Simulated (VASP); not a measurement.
Write the native input for VASP 6.6.1 that does the following.

| Quantity | Value |
| --- | --- |
| Task | single point |
| Functional | PBE |
| Potentials or basis | VASP PAW PBE potentials, release 64 (Ho_3, Te, I), 4f in core |
| Cutoff | 500 eV |
| k mesh | 6 × 6 × 4 |
| Occupations | gaussian, width 0.1 eV |
| Spin | no spin polarisation |
| Dipole correction | no |
| Further INCAR settings | ALGO = Normal; EDIFF = 1e-06; NBANDS = 18 |

The structure of HoTeI lies in POSCAR:

```
HoTeI
1.0
    4.7765869700      0.0000000000      0.0000000000
   -2.3882934900      4.1366456600      0.0000000000
    0.0000000000      0.0000000000      5.2623301800
Ho Te I
1 1 1
Direct
    0.6666666700      0.3333333300      0.0000000000
    0.0000000000      0.0000000000      0.5000000000
    0.3333333300      0.6666666700      0.5000000000
```

The cell was generated, and may not be a known phase.

One way to write it, as run:

INCAR

```
SYSTEM = HoTeI
ALGO     = Normal         ! electronic algorithm
EDIFF    = 1E-6           ! SCF threshold, eV
ENCUT    = 500            ! plane-wave cutoff, eV
GGA      = PE             ! functional
GGA_COMPAT= .False.      
ISIF     = 2              ! what is computed and relaxed
ISMEAR   = 0              ! smearing method
LASPH    = .True.         ! aspherical terms in the spheres
LCHARG   = .True.         ! write CHGCAR
LELF     = .True.         ! ELF
LMAXMIX  = 6              ! l up to which the mixer works
LREAL    = .False.        ! projectors in reciprocal space
LVHAR    = .True.       
LWAVE    = .False.        ! write WAVECAR
NBANDS   = 18             ! bands
NELM     = 200            ! most SCF steps
PREC     = Accurate       ! precision mode
SIGMA    = 0.1            ! smearing width, eV
```

KPOINTS

```
k-points
0
Gamma
  6 6 4
  0 0 0
```

Potentials or basis: VASP PAW PBE potentials, release 64 (Ho_3, Te, I), 4f in core.

The run is started by

```sh
$ cat potpaw_PBE.64/Ho_3/POTCAR potpaw_PBE.64/Te/POTCAR potpaw_PBE.64/I/POTCAR > POTCAR
$ mpirun -np 1 vasp_std > vasp.out
```

Results of the run:

```
Pressure               : 7.3 GPa
Band gap on the k mesh : zero (bands 11 and 12 overlap by 1.57 eV)
```

Caveat: the stress differs along the axes, from -7 to 14 GPa; spin-orbit coupling is left out, which moves the levels of the heavy elements; the 4f electrons are frozen in the core, so they carry no moment and show no levels; the run has no spin polarisation, though such a crystal can be magnetic.

It took 23 s on 1 thread of AMD EPYC 9R45 96-Core Processor (Zen 5), with other jobs on the host, peak memory 0.21 GiB.
